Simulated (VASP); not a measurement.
BN, 2 atoms in the cell. It takes space group F-43m (No. 216, cubic). The conventional cell has a = 3.626 Å, b = 3.626 Å, c = 3.626 Å, α = 90.00°, β = 90.00°, γ = 90.00°. N (site symmetry -43m) has 4 B at 1.57 Å within 2.1 Å. B (site symmetry -43m) has 4 N at 1.57 Å within 2.1 Å. 

- Program: VASP 6.6.1
- Task: single point
- Functional: BLYP
- Dispersion: D3(BJ)
- Potentials or basis: VASP PAW PBE potentials, release 64 (N_h, B_h)
- Cutoff: 1330 eV
- k mesh: 13 × 13 × 13
- Occupations: fermi-dirac, width 0.15 eV
- Spin: no spin polarisation
- Dipole correction: no
- Further INCAR settings: ALGO = Normal; EDIFF = 1e-06; NBANDS = 11

Potentials or basis: VASP PAW PBE potentials, release 64 (N_h, B_h).

The run is started by

```console
$ cat potpaw_PBE.64/N_h/POTCAR potpaw_PBE.64/B_h/POTCAR > POTCAR
$ mpirun -np 1 vasp_std > vasp.out
```

Hardware: 1 thread of Intel(R) Xeon(R) 6975P-C (Granite Rapids), on a shared host.

Problem. Estimate the wall time of this run.

Solution. Run time: 19 s on 1 thread of Intel(R) Xeon(R) 6975P-C (Granite Rapids) (shared host), peak memory 0.19 GiB. Counts: scf iterations 12, k points 84.
